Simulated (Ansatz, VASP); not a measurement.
**One calculation of Tl, two programs**

```
Tl
1.0
     0.00000    3.40172    3.40172
     3.40172    0.00000    3.40172
     3.40172    3.40172    0.00000
Tl
2
Direct
  0.87500 0.87500 0.87500
  0.12500 0.12500 0.12500
```

Change from the starting cell: shortest bond scaled by 1, PAW files.

Alike in both runs: task electric field gradients; functional PBEsol; k mesh 8 × 8 × 8; occupations fermi-dirac, width 0.05 eV; no spin polarisation.

|  | VASP | Ansatz |
| --- | --- | --- |
| version | VASP 6.6.1 | Ansatz 0.2.0 |
| potentials or method | VASP PAW PBE potentials, release 64 (Tl_d) | PAW with Ansatz's default frozen-core files, scalar-relativistic |
| plane-wave cutoff (eV) | 520 | 420 |
| valence electrons in the cell | 26 | 26 |

```csv
,VASP,Ansatz,Ansatz less VASP
pressure (GPa),0.7,0.7,+0.04
```

VASP's potentials were made for PBE, not for PBEsol.

Neither program's run includes spin-orbit coupling.
